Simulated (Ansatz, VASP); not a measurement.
# One calculation of Mo, two programs

```
Mo
1.0
    -1.60613    1.60613    1.60613
     1.60613   -1.60613    1.60613
     1.60613    1.60613   -1.60613
Mo
1
Direct
  0.00000 0.00000 0.00000
```

Alike in both runs: task single point; functional r2SCAN; k mesh 18 × 18 × 18; occupations gaussian, width 0.1 eV; no spin polarisation.

|  | VASP | Ansatz |
| --- | --- | --- |
| version | VASP 6.6.1 | Ansatz 0.2.0 |
| potentials or method | VASP PAW PBE potentials, release 64 (Mo_sv), cutoff 520 eV | scalar-relativistic, plane waves, PAW |
| valence electrons in the cell | 14 | 14 |

VASP gave:

| Item | Value |
| --- | --- |
| gap on the k mesh at the Fermi level (eV) | none |
| pressure (GPa) | -13.1 |

Q: Estimate Ansatz's values.

A: gap on the k mesh at the Fermi level (eV): none; pressure (GPa): -14.0.

VASP's potentials were made for PBE, not for r2SCAN. A gap of «none» marks a metal or a gap that the smearing closes.
